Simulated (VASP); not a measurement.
# SiP5 (P3m1) in VASP: a series of runs

SiP5 is run at these levels: PBE; tasks: single point, relaxation of cell and atoms.

Program: VASP 6.6.1. These are calculated values, not measurements. Logs are shortened: lines on timing, memory, paths and dates and some standing lists are left out, and cuts for length are marked.

### Step 1. The cell of the first run

It takes space group P3m1 (No. 156, trigonal). Conventional cell: a = 3.470 Å, b = 3.470 Å, c = 9.429 Å, α = 90.00°, β = 90.00°, γ = 120.00°. Within 3.0 Å of Si (site symmetry 3m) lie 6 P at 2.29 to 2.78 Å. P (site symmetry 3m) has 3 P at 2.32 Å and 3 Si at 2.78 Å within 3.1 Å. P (site symmetry 3m) has 6 P at 2.32 to 2.79 Å within 3.1 Å. P (site symmetry 3m) has 3 Si at 2.29 Å and 3 P at 2.92 Å within 3.0 Å. P (site symmetry 3m) has 6 P at 2.31 to 2.79 Å within 3.1 Å. Within 3.1 Å of P (site symmetry 3m) lie 6 P at 2.31 to 2.92 Å.

### Step 2. Single point, PBE

INCAR reads:

```
SYSTEM = SiP5
PREC     = Accurate       ! precision mode
ENCUT    = 520            ! plane-wave cutoff, eV
EDIFF    = 1E-6           ! SCF threshold, eV
ISMEAR   = 0              ! smearing method
SIGMA    = 0.2            ! smearing width, eV
LREAL    = .FALSE.        ! projectors in reciprocal space
LASPH    = .TRUE.         ! aspherical terms in the spheres
NELM     = 80             ! most SCF steps
ALGO     = Normal         ! electronic algorithm
ISIF     = 2              ! what is computed and relaxed
LWAVE    = .FALSE.        ! write WAVECAR
LCHARG   = .TRUE.         ! write CHGCAR
GGA      = PE             ! functional
LELF     = .TRUE.         ! ELF
LVHAR    = .TRUE.       
NBANDS   = 24             ! bands
```

KPOINTS reads:

```
regular mesh
0
G
  5 5 2
  0 0 0
```

POSCAR reads:

```
SiP5
1.0
    3.4702054888      0.0000000000      0.0000000000
   -1.7351027444      3.0052861097      0.0000000000
    0.0000000000      0.0000000000      9.4290156943
Si P
1 5
Direct
    0.0000000000      0.0000000000      0.2317224130
    0.3333333333      0.6666666667      0.4363105907
    0.6666666667      0.3333333333      0.5606786174
    0.6666666667      0.3333333333      0.1151563944
    0.0000000000      0.0000000000      0.7665851646
    0.3333333333      0.6666666667      0.8895468199
```

Potentials or basis: VASP PAW PBE potentials, release 64 (Si, P).

Launch:

```bash
$ cat potpaw_PBE.64/Si/POTCAR potpaw_PBE.64/P/POTCAR > POTCAR
$ mpirun -np 1 vasp_std > vasp.out
```

OUTCAR:

```text
SYSTEM = SiP5
   PREC = Accurate
   ENCUT = 520
   EDIFF = 1E-6
   ISMEAR = 0
   LREAL = .FALSE.
   LASPH = .TRUE.
   NELM = 80
   ISIF = 2
   GGA = PE

 ion  position               nearest neighbor table
   1  0.000  0.000  0.232-   4 2.29   4 2.29   4 2.29   2 2.78   2 2.78   2 2.78
   2  0.333  0.667  0.436-   3 2.32   3 2.32   3 2.32   1 2.78   1 2.78   1 2.78
   3  0.667  0.333  0.561-   2 2.32   2 2.32   2 2.32   5 2.79   5 2.79   5 2.79
   4  0.667  0.333  0.115-   1 2.29   1 2.29   1 2.29   6 2.92   6 2.92   6 2.92
   5  0.000  0.000  0.767-   6 2.31   6 2.31   6 2.31   3 2.79   3 2.79   3 2.79
   6  0.333  0.667  0.890-   5 2.31   5 2.31   5 2.31   4 2.92   4 2.92   4 2.92

  LATTYP: Found a hexagonal cell.
 ALAT       =     3.4702054888
 C/A-ratio  =     2.7171346840

  Lattice vectors:

 A1 = (   3.4702054888,   0.0000000000,   0.0000000000)
 A2 = (  -1.7351027444,   3.0052861097,   0.0000000000)
 A3 = (   0.0000000000,   0.0000000000,   9.4290156943)

Analysis of symmetry for initial positions (statically):
=====================================================================
 Subroutine PRICEL returns:
 Original cell was already a primitive cell.

 Routine SETGRP: Setting up the symmetry group for a
 hexagonal supercell.

 Subroutine GETGRP returns: Found  6 space group operations
 (whereof  6 operations were pure point group operations)
 out of a pool of 24 trial point group operations.

The static configuration has the point symmetry C_3v.

Analysis of symmetry for dynamics (positions and initial velocities):
=====================================================================
 Subroutine PRICEL returns:
 Original cell was already a primitive cell.

 Routine SETGRP: Setting up the symmetry group for a
 hexagonal supercell.

 Subroutine GETGRP returns: Found  6 space group operations
 (whereof  6 operations were pure point group operations)
 out of a pool of 24 trial point group operations.

The dynamic configuration has the point symmetry C_3v.

 Subroutine INISYM returns: Found  6 space group operations
 (whereof  6 operations are pure point group operations),
 and found     1 'primitive' translations

----------------------------------------------------------------------------------------

                                     Primitive cell

  volume of cell :      98.3348

  direct lattice vectors                    reciprocal lattice vectors
     3.470205489  0.000000000  0.000000000     0.288167373  0.166373510  0.000000000
    -1.735102744  3.005286110  0.000000000     0.000000000  0.332747021  0.000000000
     0.000000000  0.000000000  9.429015694     0.000000000  0.000000000  0.106055609

  length of vectors
     3.470205489  3.470205489  9.429015694     0.332747021  0.332747021  0.106055609

  position of ions in fractional coordinates (direct lattice)
     0.000000000  0.000000000  0.231722413
     0.333333333  0.666666667  0.436310591
     0.666666667  0.333333333  0.560678617
     0.666666667  0.333333333  0.115156394
     0.000000000  0.000000000  0.766585165
     0.333333333  0.666666667  0.889546820

  ion indices of the primitive-cell ions
   primitive index   ion index
                 1           1
                 2           2
                 3           3
                 4           4
                 5           5
                 6           6

----------------------------------------------------------------------------------------

 KPOINTS: regular mesh

Automatic generation of k-mesh.
 Grid dimensions read from file:
 generate k-points for:    5    5    2

 Generating k-lattice:

  Cartesian coordinates                     Fractional coordinates (reciprocal lattice)
     0.057633475  0.033274702  0.000000000     0.200000000 -0.000000000  0.000000000
     0.000000000  0.066549404  0.000000000     0.000000000  0.200000000  0.000000000
     0.000000000  0.000000000  0.053027804     0.000000000  0.000000000  0.500000000

  Length of vectors
     0.066549404  0.066549404  0.053027804

  Shift w.r.t. Gamma in fractional coordinates (k-lattice)
     0.000000000  0.000000000  0.000000000

 Subroutine IBZKPT returns following result:
 ===========================================

 Found     10 irreducible k-points:

 Following reciprocal coordinates:
            Coordinates               Weight
  0.000000  0.000000  0.000000      1.000000
  0.200000  0.000000  0.000000      6.000000
  0.400000  0.000000  0.000000      6.000000
  0.200000  0.200000  0.000000      6.000000
  0.400000  0.200000  0.000000      6.000000
  0.000000  0.000000  0.500000      1.000000
  0.200000  0.000000  0.500000      6.000000
  0.400000  0.000000  0.500000      6.000000
  0.200000  0.200000  0.500000      6.000000
  0.400000  0.200000  0.500000      6.000000
   k-points           NKPTS =     10   k-points in BZ     NKDIM =     10   number of bands    NBANDS=     24
   number of dos      NEDOS =    301   number of ions     NIONS =      6
   total plane-waves  NPLWV =  54880
   dimension x,y,z NGX =    28 NGY =   28 NGZ =   70
   dimension x,y,z NGXF=    56 NGYF=   56 NGZF=  140
   ions per type =               1   5
   NGX,Y,Z   is equivalent  to a cutoff of  13.41, 13.41, 12.34 a.u.
   NGXF,Y,Z  is equivalent  to a cutoff of  26.83, 26.83, 24.68 a.u.
 SYSTEM =  SiP5
   PREC   = accura    normal or accurate (medium, high low for compatibility)
   ISTART =      0    job   : 0-new  1-cont  2-samecut
   ICHARG =      2    charge: 1-file 2-atom 10-const
   ISPIN  =      1    spin polarized calculation?
   LNONCOLLINEAR =      F non collinear calculations
   LSORBIT =      F    spin-orbit coupling
   LASPH  =      T    aspherical Exc in radial PAW
   ENCUT  =  520.0 eV  38.22 Ry    6.18 a.u.   6.45  6.45 17.53*2*pi/ulx,y,z
   NELM   =     80;   NELMIN=  2; NELMDL= -5     # of ELM steps
   EDIFF  = 0.1E-05   stopping-criterion for ELM
   LREAL  =      F    real-space projection
   EDIFFG = 0.1E-04   stopping-criterion for IOM
   NSW    =      0    number of steps for IOM
   IBRION =     -1    ionic relax: 0-MD 1-quasi-New 2-CG
   NFREE  =      0    steps in history (QN), initial steepest desc. (CG)
   ISIF   =      2    stress and relaxation
   ISYM   =      2    0-nonsym 1-usesym 2-fastsym
   POTIM  = 0.5000    time-step for ionic-motion
   TEBEG  =    0.0;   TEEND  =   0.0 temperature during run
   PSTRESS=    0.0 pullay stress
   NELECT =      29.0000    total number of electrons
   NUPDOWN=      -1.0000    fix difference up-down
   EMIN   =  10.00;   EMAX   =-10.00  energy-range for DOS
   EFERMI =   0.00;   METHOD = LEGACY
   ISMEAR =     0;   SIGMA  =   0.20  broadening in eV -4-tet -1-fermi 0-gaus
   EFERMI_NEDOS =   21; number of points for ismear=-14 and -15
   IALGO  =     38    algorithm
   IMIX   =      4    mixing-type and parameters
     AMIX     =   0.40;   BMIX     =  1.00
     AMIX_MAG =   1.60;   BMIX_MAG =  1.00
  volume/ion in A,a.u.               =      16.39       110.60
  Fermi-wavevector in a.u.,A,eV,Ry     =   1.089695  2.059225 16.156043  1.187436
  Thomas-Fermi vector in A             =   2.225904
   LORBIT       =      0    0 simple, 1 ext, 2 COOP (PROOUT), +10 PAW based schemes
   GGA     = PE    functional components
   LHFCALC =     F    Hartree Fock is set to
   AEXX    =    0.0000 exact exchange contribution
   IVDW    =     0    specifies the selected vdW correction
   LEPSILON=     F    determine dielectric tensor
   LRPA    =     F    only Hartree local field effects (RPA)
 non-spin polarized calculation
 Gauss-broadening in eV      SIGMA  =   0.20
  energy-cutoff  :      520.00
  volume of cell :       98.33
 maximum number of plane-waves:      2665
 NGX is ok and might be reduce to    28
   NGX = 13   NGY = 13   NGZ = 35

 number of electron      29.0000000 magnetization

 Free energy of the ion-electron system (eV)
  ---------------------------------------------------
  ext. energy  EPLUGINS =         0.00000000
  ---------------------------------------------------
  free energy    TOTEN  =       -32.22134107 eV

  energy without entropy =      -32.20060002  energy(sigma->0) =      -32.21097054

 E-fermi :   8.3011     XC(G=0): -10.6537

 val. band max:        8.1905301322   @ k =   0.0000   0.0000   0.5000
 cond. band min:       8.3176059296   @ k =   0.2000   0.2000   0.5000
 fundamental gap:      0.1270757974
 Fermi energy:         8.3011410047

 k-point     1 :       0.0000    0.0000    0.0000
  band No.  band energies     occupation
      1      -7.4962      2.00000
      2      -6.4056      2.00000
      3      -5.2939      2.00000
      4      -0.8466      2.00000
      5       0.0948      2.00000
      6       5.7367      2.00000
[... 16 lines left out ...]
     23      12.1694      0.00000
     24      12.3426      0.00000

 k-point     2 :       0.2000    0.0000    0.0000
  band No.  band energies     occupation
      1      -6.9159      2.00000
      2      -5.8554      2.00000
      3      -4.7340      2.00000
      4      -0.5897      2.00000
      5       0.3732      2.00000
      6       2.6092      2.00000
[... 16 lines left out ...]
     23      12.8951      0.00000
     24      13.5840      0.00000

 k-point     3 :       0.4000    0.0000    0.0000
  band No.  band energies     occupation
      1      -5.2548      2.00000
      2      -4.4123      2.00000
      3      -3.2502      2.00000
      4      -2.1473      2.00000
      5      -0.9979      2.00000
      6       0.6327      2.00000
[... 16 lines left out ...]
     23      14.1536      0.00000
     24      15.0678      0.00000
[... 136 lines left out ...]
 k-point     9 :       0.2000    0.2000    0.5000
  band No.  band energies     occupation
      1      -5.7090      2.00000
      2      -5.0404      2.00000
      3      -3.3854      2.00000
      4      -1.2367      2.00000
      5      -0.4015      2.00000
      6       1.1127      2.00000
[... 16 lines left out ...]
     23      13.1548      0.00000
     24      13.5947      0.00000

 k-point    10 :       0.4000    0.2000    0.5000
  band No.  band energies     occupation
      1      -3.8616      2.00000
      2      -3.7897      2.00000
      3      -2.8240      2.00000
      4      -2.5486      2.00000
      5      -1.8910      2.00000
      6       0.0225      2.00000
[... 16 lines left out ...]
     23      14.8093      0.00000
     24      15.6253      0.00000

------------------------ aborting loop because EDIFF is reached ----------------------------------------

  FORCE on cell =-STRESS in cart. coord.  units (eV):
  Direction    XX          YY          ZZ          XY          YZ          ZX
  --------------------------------------------------------------------------------------
  -------------------------------------------------------------------------------------
  Total       -0.2190897     -0.2190897     -0.1044555      0.0000000      0.0000000     -0.0000000
  in kB       -3.5696461     -3.5696461     -1.7019012      0.0000000      0.0000000     -0.0000000
  external PRESSURE =      -2.9470645 kB  Pullay stress =       0.0000000 kB

 VOLUME and BASIS-vectors are now :
 -----------------------------------------------------------------------------
  energy-cutoff  :      520.00
  volume of cell :       98.33
      direct lattice vectors                 reciprocal lattice vectors
     3.470205489  0.000000000  0.000000000     0.288167373  0.166373510  0.000000000
    -1.735102744  3.005286110  0.000000000     0.000000000  0.332747021  0.000000000
     0.000000000  0.000000000  9.429015694     0.000000000  0.000000000  0.106055609

 POSITION                                       TOTAL-FORCE (eV/Angst)
 -----------------------------------------------------------------------------------
      0.00000      0.00000      2.18491         0.000000     -0.000000     -0.041133
     -0.00000      2.00352      4.11398         0.000000      0.000000      0.039772
      1.73510      1.00176      5.28665        -0.000000     -0.000000     -0.035698
      1.73510      1.00176      1.08581         0.000000     -0.000000      0.035261
      0.00000      0.00000      7.22814        -0.000000     -0.000000      0.047878
     -0.00000      2.00352      8.38755        -0.000000     -0.000000     -0.046080
 -----------------------------------------------------------------------------------
    total drift:                               -0.000000      0.000000      0.000220

  FREE ENERGIE OF THE ION-ELECTRON SYSTEM (eV)
  ---------------------------------------------------
  free  energy   TOTEN  =       -32.2213410686 eV

  energy  without entropy=      -32.2006000169  energy(sigma->0) =      -32.21097054
```

Wall time 13 s (1 thread of Intel Xeon 6975P-C (Granite Rapids), shared host); peak memory 0.21 GiB.

Results:

| Item | Value |
| --- | --- |
| Free energy | -32.2213 eV |
| Pressure | -0.3 GPa |
| Largest force | 0.048 eV/Å |

Forces on the atoms (eV/Å):
```
Si   0.000  0.000 -0.041
P    0.000  0.000  0.040
P    0.000  0.000 -0.036
P    0.000  0.000  0.035
P    0.000  0.000  0.048
P    0.000  0.000 -0.046
```

Levels at points of the mesh, in eV from the Fermi level:
| k point | band 10 | band 11 | band 12 | band 13 | band 14 | band 15 | band 16 | band 17 | band 18 | band 19 |
| --- | --- | --- | --- | --- | --- | --- | --- | --- | --- | --- |
| (0.00, 0.00, 0.00) | -2.42 | -2.40 | -1.07 | -1.07 | 0.48 | 0.68 | 0.68 | 1.31 | 1.64 | 1.64 |
| (0.00, 0.00, 0.50) | -2.41 | -1.06 | -1.06 | -0.11 | 0.13 | 0.47 | 0.47 | 1.38 | 2.15 | 2.15 |

Caveat: the k points lie up to 0.42 Å⁻¹ apart.

[end of part 1 of 2]
